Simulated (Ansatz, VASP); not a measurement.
## Ba in VASP and in Ansatz

```
Ba
1.0
     3.87966    0.00000    0.00000
     0.00000    3.87966    0.00000
     0.00000    0.00000    3.71371
Ba
1
Direct
  0.50000 0.50000 0.50000
```

Change from the starting cell: strain -0.030 along x and y, +0.030 along z, atoms carried along.

Alike in both runs: task single point; functional PBEsol; k mesh 12 × 12 × 14; occupations gaussian, width 0.15 eV; no spin polarisation.

|  | VASP | Ansatz |
| --- | --- | --- |
| version | VASP 6.6.1 | Ansatz 0.2.0 |
| potentials or method | VASP PAW PBE potentials, release 64 (Ba_sv), cutoff 520 eV | scalar-relativistic, plane waves, PAW |
| valence electrons in the cell | 10 | 10 |

Ansatz gave:

```
gap on the k mesh at the Fermi level (eV)                     : none
pressure (GPa)                                                : -0.1
traceless stress, the component that is largest in VASP (GPa) : 1.00
```

Question: Estimate VASP's values.

Answer: gap on the k mesh at the Fermi level (eV): none; pressure (GPa): 0.2; traceless stress, the component that is largest in VASP (GPa): 1.05.

VASP's potentials were made for PBE, not for PBEsol. A gap of «none» marks a metal or a gap that the smearing closes. The functional is the same, so the differences come from potentials, cutoffs and numerics.

Neither program's run includes spin-orbit coupling.
